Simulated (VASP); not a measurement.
# GaN (F-43m) in VASP: notebook

The runs below take GaN through single point, with PBE.

Program: VASP 6.6.1. These are calculated values, not measurements. Logs are shortened: lines on timing, memory, paths and dates and some standing lists are left out, and cuts for length are marked.

## (1) The cell of the first run

The structure is cubic, space group F-43m (No. 216). Conventional cell: a = 4.507 Å, b = 4.507 Å, c = 4.507 Å, α = 90.00°, β = 90.00°, γ = 90.00°. Ga (site symmetry -43m) has 4 N at 1.95 Å within 2.6 Å. N (site symmetry -43m) has 4 Ga at 1.95 Å within 2.6 Å.

## (2) Single point, PBE

Contents of INCAR:

```
  PREC = Accurate
  ENCUT = 520
  EDIFF = 1E-7
  ISMEAR = 0
  SIGMA = 0.013000000000000001
  LREAL = False
  LASPH = True
  NELM = 60
  ALGO = Normal
  ISIF = 2
  LWAVE = False
  LCHARG = False
  GGA = PE
  NBANDS = 16
```

Contents of KPOINTS:

```
regular mesh
0
Gamma
  10 10 10
```

Contents of POSCAR:

```
GaN
1.0
    0.0000000000      2.2535006075      2.2535006075
    2.2535006075      0.0000000000      2.2535006075
    2.2535006075      2.2535006075      0.0000000000
Ga N
1 1
Direct
    0.0000000000      0.0000000000      0.0000000000
    0.2500000000      0.2500000000      0.2500000000
```

Potentials or basis: VASP PAW PBE potentials, release 64 (Ga_d, N).

On the command line:

```bash
cat potpaw_PBE.64/Ga_d/POTCAR potpaw_PBE.64/N/POTCAR > POTCAR
mpirun -np 1 vasp_std > vasp.out
```

OUTCAR:

```text
PREC = Accurate
   ENCUT = 520
   EDIFF = 1E-7
   ISMEAR = 0
   LREAL = False
   LASPH = True
   NELM = 60
   ISIF = 2
   GGA = PE

 ion  position               nearest neighbor table
   1  0.000  0.000  0.000-   2 1.95   2 1.95   2 1.95   2 1.95
   2  0.250  0.250  0.250-   1 1.95   1 1.95   1 1.95   1 1.95

  LATTYP: Found a face centered cubic cell.
 ALAT       =     4.5070012150

  Lattice vectors:

 A1 = (   0.0000000000,   2.2535006075,   2.2535006075)
 A2 = (   2.2535006075,   0.0000000000,   2.2535006075)
 A3 = (   2.2535006075,   2.2535006075,   0.0000000000)

Analysis of symmetry for initial positions (statically):
=====================================================================
 Subroutine PRICEL returns:
 Original cell was already a primitive cell.

 Routine SETGRP: Setting up the symmetry group for a
 face centered cubic supercell.

 Subroutine GETGRP returns: Found 24 space group operations
 (whereof 24 operations were pure point group operations)
 out of a pool of 48 trial point group operations.

The static configuration has the point symmetry T_d .

Analysis of symmetry for dynamics (positions and initial velocities):
=====================================================================
 Subroutine PRICEL returns:
 Original cell was already a primitive cell.

 Routine SETGRP: Setting up the symmetry group for a
 face centered cubic supercell.

 Subroutine GETGRP returns: Found 24 space group operations
 (whereof 24 operations were pure point group operations)
 out of a pool of 48 trial point group operations.

The dynamic configuration has the point symmetry T_d .

 Subroutine INISYM returns: Found 24 space group operations
 (whereof 24 operations are pure point group operations),
 and found     1 'primitive' translations

----------------------------------------------------------------------------------------

                                     Primitive cell

  volume of cell :      22.8877

  direct lattice vectors                    reciprocal lattice vectors
     0.000000000  2.253500607  2.253500607    -0.221877020  0.221877020  0.221877020
     2.253500607  0.000000000  2.253500607     0.221877020 -0.221877020  0.221877020
     2.253500607  2.253500607  0.000000000     0.221877020  0.221877020 -0.221877020

  length of vectors
     3.186931122  3.186931122  3.186931122     0.384302272  0.384302272  0.384302272

  position of ions in fractional coordinates (direct lattice)
     0.000000000  0.000000000  0.000000000
[... 72 lines left out ...]
   ISPIN  =      1    spin polarized calculation?
   LNONCOLLINEAR =      F non collinear calculations
   LSORBIT =      F    spin-orbit coupling
   LASPH  =      T    aspherical Exc in radial PAW
   ENCUT  =  520.0 eV  38.22 Ry    6.18 a.u.   5.93  5.93  5.93*2*pi/ulx,y,z
   NELM   =     60;   NELMIN=  2; NELMDL= -5     # of ELM steps
   EDIFF  = 0.1E-06   stopping-criterion for ELM
   LREAL  =      F    real-space projection
   EDIFFG = 0.1E-05   stopping-criterion for IOM
   NSW    =      0    number of steps for IOM
   IBRION =     -1    ionic relax: 0-MD 1-quasi-New 2-CG
   NFREE  =      0    steps in history (QN), initial steepest desc. (CG)
   ISIF   =      2    stress and relaxation
   ISYM   =      2    0-nonsym 1-usesym 2-fastsym
   POTIM  = 0.5000    time-step for ionic-motion
   TEBEG  =    0.0;   TEEND  =   0.0 temperature during run
   PSTRESS=    0.0 pullay stress
   NELECT =      18.0000    total number of electrons
   NUPDOWN=      -1.0000    fix difference up-down
   EMIN   =  10.00;   EMAX   =-10.00  energy-range for DOS
   EFERMI =   0.00;   METHOD = LEGACY
   ISMEAR =     0;   SIGMA  =   0.01  broadening in eV -4-tet -1-fermi 0-gaus
   EFERMI_NEDOS =   21; number of points for ismear=-14 and -15
   IALGO  =     38    algorithm
   IMIX   =      4    mixing-type and parameters
     AMIX     =   0.40;   BMIX     =  1.00
     AMIX_MAG =   1.60;   BMIX_MAG =  1.00
  volume/ion in A,a.u.               =      11.44        77.23
  Fermi-wavevector in a.u.,A,eV,Ry     =   1.511117  2.855596 31.068543  2.283473
  Thomas-Fermi vector in A             =   2.621216
   LORBIT       =      0    0 simple, 1 ext, 2 COOP (PROOUT), +10 PAW based schemes
   GGA     = PE    functional components
   LHFCALC =     F    Hartree Fock is set to
   AEXX    =    0.0000 exact exchange contribution
   IVDW    =     0    specifies the selected vdW correction
   LEPSILON=     F    determine dielectric tensor
   LRPA    =     F    only Hartree local field effects (RPA)
 non-spin polarized calculation
 Gauss-broadening in eV      SIGMA  =   0.01
  energy-cutoff  :      520.00
  volume of cell :       22.89
 maximum number of plane-waves:       636
   NGX = 11   NGY = 11   NGZ = 11

 number of electron      18.0000004 magnetization

 Free energy of the ion-electron system (eV)
  ---------------------------------------------------
  ext. energy  EPLUGINS =         0.00000000
  ---------------------------------------------------
  free energy    TOTEN  =       -12.14320714 eV

  energy without entropy =      -12.14320714  energy(sigma->0) =      -12.14320714

 E-fermi :   5.3479     XC(G=0): -11.6669

 val. band max:        5.2811338966   @ k =   0.0000   0.0000   0.0000
 cond. band min:       7.0056180744   @ k =   0.0000   0.0000   0.0000
 fundamental gap:      1.7244841778
 Fermi energy:         5.3479338762

 k-point     1 :       0.0000    0.0000    0.0000
  band No.  band energies     occupation
      1     -10.6523      2.00000
      2      -8.1603      2.00000
      3      -8.1603      2.00000
      4      -8.1603      2.00000
      5      -7.8406      2.00000
      6      -7.8406      2.00000
[... 433 lines left out ...]
      3      -7.9363      2.00000
      4      -7.9358      2.00000
      5      -7.7802      2.00000
      6      -6.9183      2.00000
[... 8 lines left out ...]
     15      27.5928      0.00000
     16      27.7094      0.00000

 [... further k-points ...]
[... 5 lines left out ...]
  --------------------------------------------------------------------------------------
  -------------------------------------------------------------------------------------
  Total        0.7234691      0.7234691      0.7234691      0.0000000      0.0000000      0.0000000
  in kB       50.6439489     50.6439489     50.6439489      0.0000000      0.0000000      0.0000000
  external PRESSURE =      50.6439489 kB  Pullay stress =       0.0000000 kB

 VOLUME and BASIS-vectors are now :
 -----------------------------------------------------------------------------
  energy-cutoff  :      520.00
  volume of cell :       22.89
      direct lattice vectors                 reciprocal lattice vectors
     0.000000000  2.253500607  2.253500607    -0.221877020  0.221877020  0.221877020
     2.253500607  0.000000000  2.253500607     0.221877020 -0.221877020  0.221877020
     2.253500607  2.253500607  0.000000000     0.221877020  0.221877020 -0.221877020

 POSITION                                       TOTAL-FORCE (eV/Angst)
 -----------------------------------------------------------------------------------
      0.00000      0.00000      0.00000        -0.000000      0.000000     -0.000000
      1.12675      1.12675      1.12675         0.000000     -0.000000      0.000000
 -----------------------------------------------------------------------------------
    total drift:                                0.000002      0.000002      0.000002

  FREE ENERGIE OF THE ION-ELECTRON SYSTEM (eV)
  ---------------------------------------------------
  free  energy   TOTEN  =       -12.1432071381 eV

  energy  without entropy=      -12.1432071381  energy(sigma->0) =      -12.14320714
```

OSZICAR:

```text
N       E                     dE             d eps       ncg     rms          rms(c)
DAV:   1     0.781543139640E+02    0.78154E+02   -0.93209E+03  1696   0.201E+03
DAV:   2    -0.861578030256E+01   -0.86770E+02   -0.81220E+02  1688   0.322E+02
DAV:   3    -0.140857856886E+02   -0.54700E+01   -0.54457E+01  1792   0.696E+01
DAV:   4    -0.141430386315E+02   -0.57253E-01   -0.57247E-01  1880   0.763E+00
DAV:   5    -0.141437961209E+02   -0.75749E-03   -0.75749E-03  1816   0.772E-01    0.772E+00
DAV:   6    -0.121423174682E+02    0.20015E+01   -0.49121E+00  2280   0.397E+01    0.268E+00
DAV:   7    -0.121508278854E+02   -0.85104E-02   -0.31945E-01  1600   0.658E+00    0.177E+00
DAV:   8    -0.121471608479E+02    0.36670E-02   -0.57898E-02  1776   0.326E+00    0.794E-01
DAV:   9    -0.121429381854E+02    0.42227E-02   -0.14295E-02  2272   0.272E+00    0.201E-01
DAV:  10    -0.121433030897E+02   -0.36490E-03   -0.15172E-03  1696   0.537E-01    0.994E-02
DAV:  11    -0.121432021217E+02    0.10097E-03   -0.28811E-04  2248   0.260E-01    0.824E-03
DAV:  12    -0.121432074632E+02   -0.53415E-05   -0.30802E-05  1672   0.526E-02    0.106E-02
DAV:  13    -0.121432072171E+02    0.24613E-06   -0.75087E-07  1880   0.142E-02    0.311E-03
DAV:  14    -0.121432071381E+02    0.78987E-07   -0.51263E-08  1328   0.285E-03
   1 F= -.12143207E+02 E0= -.12143207E+02  d E =-.750603E-16
```

Run time: 18 s. Hardware: 1 thread of AMD EPYC 7R43 (Zen 3), shared host; peak memory 0.11 GiB.

Results:

* Free energy: -12.1432 eV
* Pressure: 5.1 GPa
* Band gap on the k mesh: 1.72 eV, direct

## (3) Single point, PBE

Contents of INCAR:

```
SYSTEM = GaN
PREC = Accurate ; ENCUT = 520
EDIFF = 1E-6 ; ISMEAR = 0
SIGMA = 0.014 ; LREAL = .False.
LASPH = .True. ; NELM = 60
ALGO = Normal ; ISIF = 2
LWAVE = .False. ; LCHARG = .False.
GGA = PE ; NBANDS = 16
```

Contents of KPOINTS:

```
regular mesh
0
Gamma
  10 10 10
  0 0 0
```

POSCAR is that of step 2.

Potentials or basis: VASP PAW PBE potentials, release 64 (Ga_d, N).

On the command line:

```bash
cat potpaw_PBE.64/Ga_d/POTCAR potpaw_PBE.64/N/POTCAR > POTCAR
mpirun -np 1 vasp_std > vasp.out
```

It took 15 s on 1 thread of AMD EPYC 7R43 (Zen 3), shared host; peak memory 0.11 GiB.

Results (log left out):

```
Free energy            : -12.1432 eV
Pressure               : 5.1 GPa
Band gap on the k mesh : 1.72 eV, direct
```

Levels at points of the mesh, in eV from the valence-band top:
| k point | band 7 | band 8 | band 9 | band 10 | band 11 | band 12 |
| --- | --- | --- | --- | --- | --- | --- |
| (0.00, 0.00, 0.00) | 0.00 | 0.00 | 0.00 | 1.72 | 10.30 | 10.30 |
| (0.50, 0.00, 0.00) | -7.04 | -0.97 | -0.97 | 4.64 | 8.73 | 10.37 |
| (0.50, 0.50, 0.00) | -6.12 | -2.70 | -2.70 | 3.35 | 6.66 | 11.71 |

## (4) Single point, PBE

Contents of INCAR:

```
SYSTEM = GaN
PREC = Accurate ; ENCUT = 520
EDIFF = 1E-6 ; ISMEAR = 0
SIGMA = 0.015 ; LREAL = .FALSE.
LASPH = .TRUE. ; NELM = 80
ALGO = Normal ; ISIF = 2
LWAVE = .FALSE. ; LCHARG = .FALSE.
GGA = PE ; NBANDS = 16
```

Contents of KPOINTS:

```
regular mesh
0
G
  10 10 10
  0 0 0
```

POSCAR is that of step 3.

On the command line:

```bash
cat potpaw_PBE.64/Ga_d/POTCAR potpaw_PBE.64/N/POTCAR > POTCAR
mpirun -np 1 vasp_std > vasp.out
```

Wall time 15 s (1 thread of AMD EPYC 7R43 (Zen 3), shared host); peak memory 0.11 GiB.

Results (log left out):

```yaml
Free_energy: -12.1432 eV
Pressure: 5.1 GPa
Band_gap_on_the_k_mesh: 1.72 eV, direct
```

Levels at points of the mesh, in eV from the valence-band top:
```tsv
k point	band 6	band 7	band 8	band 9	band 10	band 11	band 12	band 13
(0.00, 0.00, 0.00)	-13.12	0.00	0.00	0.00	1.72	10.30	10.30	10.30
(0.50, 0.00, 0.00)	-11.88	-7.04	-0.97	-0.97	4.64	8.73	10.37	10.37
(0.50, 0.50, 0.00)	-11.45	-6.12	-2.70	-2.70	3.35	6.66	11.71	13.96
```

As with any semilocal functional, this PBE gap is likely too small.

## (5) Single point, PBE

Contents of INCAR:

```
SYSTEM = GaN
ALGO     = Normal         ! electronic algorithm
EDIFF    = 1E-6           ! SCF threshold, eV
ENCUT    = 520            ! plane-wave cutoff, eV
GGA      = PE             ! functional
ISIF     = 2              ! what is computed and relaxed
ISMEAR   = 0              ! smearing method
LASPH    = .True.         ! aspherical terms in the spheres
LCHARG   = .False.        ! write CHGCAR
LREAL    = .False.        ! projectors in reciprocal space
LWAVE    = .False.        ! write WAVECAR
NBANDS   = 16             ! bands
NELM     = 60             ! most SCF steps
PREC     = Accurate       ! precision mode
SIGMA    = 0.016          ! smearing width, eV
```

Contents of KPOINTS:

```
k-points
0
Gamma
  10 10 10
  0 0 0
```

POSCAR is that of step 4.

On the command line:

```bash
cat potpaw_PBE.64/Ga_d/POTCAR potpaw_PBE.64/N/POTCAR > POTCAR
mpirun -np 1 vasp_std > vasp.out
```

It took 17 s on 1 thread of AMD EPYC 7R43 (Zen 3), shared host; peak memory 0.11 GiB.

The run converged. Its results:

| Item | Value |
| --- | --- |
| Free energy | -12.1432 eV |
| Pressure | 5.1 GPa |
| Band gap on the k mesh | 1.72 eV, direct |

Levels at points of the mesh, in eV from the valence-band top:
| k point | band 5 | band 6 | band 7 | band 8 | band 9 | band 10 | band 11 | band 12 | band 13 | band 14 |
| --- | --- | --- | --- | --- | --- | --- | --- | --- | --- | --- |
| (0.00, 0.00, 0.00) | -13.12 | -13.12 | 0.00 | 0.00 | 0.00 | 1.72 | 10.30 | 10.30 | 10.30 | 17.60 |
| (0.50, 0.00, 0.00) | -13.07 | -11.88 | -7.04 | -0.97 | -0.97 | 4.64 | 8.73 | 10.37 | 10.37 | 15.63 |
| (0.50, 0.50, 0.00) | -13.05 | -11.45 | -6.12 | -2.70 | -2.70 | 3.35 | 6.66 | 11.71 | 13.96 | 13.96 |

Expect the measured gap to be larger: semilocal functionals such as PBE lack the derivative discontinuity.

## (6) Single point, PBE

Contents of INCAR:

```
SYSTEM = GaN
PREC = Accurate ; ENCUT = 520
EDIFF = 1E-6 ; ISMEAR = 0
SIGMA = 0.017 ; LREAL = .FALSE.
LASPH = .TRUE. ; NELM = 60
ALGO = Normal ; ISIF = 2
LWAVE = .FALSE. ; LCHARG = .FALSE.
GGA = PE ; NBANDS = 16
```

Contents of KPOINTS:

```
regular mesh
0
G
  10 10 10
  0 0 0
```

POSCAR is that of step 5.

Potentials or basis: VASP PAW PBE potentials, release 64 (Ga_d, N).

On the command line:

```bash
cat potpaw_PBE.64/Ga_d/POTCAR potpaw_PBE.64/N/POTCAR > POTCAR
mpirun -np 1 vasp_std > vasp.out
```

It took 18 s on 1 thread of AMD EPYC 7R43 (Zen 3), shared host; peak memory 0.11 GiB.

Results (log left out):

```
Free energy            : -12.1432 eV
Pressure               : 5.1 GPa
Band gap on the k mesh : 1.72 eV, direct
```

Levels at points of the mesh, in eV from the valence-band top:
| k point | band 7 | band 8 | band 9 | band 10 | band 11 | band 12 |
| --- | --- | --- | --- | --- | --- | --- |
| (0.00, 0.00, 0.00) | 0.00 | 0.00 | 0.00 | 1.72 | 10.30 | 10.30 |
| (0.50, 0.00, 0.00) | -7.04 | -0.97 | -0.97 | 4.64 | 8.73 | 10.37 |
| (0.50, 0.50, 0.00) | -6.12 | -2.70 | -2.70 | 3.35 | 6.66 | 11.71 |

## (7) Summary

```tsv
smearing	gap on the mesh (eV)	pressure (GPa)
gaussian 0.013 eV	1.72	5.1
gaussian 0.014 eV	1.72	5.1
gaussian 0.015 eV	1.72	5.1
gaussian 0.016 eV	1.72	5.1
gaussian 0.017 eV	1.72	5.1
```

Alike in all rows: task single point; level PBE; potentials or basis VASP PAW PBE potentials, release 64 (Ga_d, N); no spin polarisation; cell as given; k mesh 10 × 10 × 10; cutoff (eV) 520.

On the cell as given the gap runs from 1.72 eV (PBE) to 1.72 eV (PBE).

Total energies depend on the potentials used, so only differences within one code and one set of settings carry meaning.
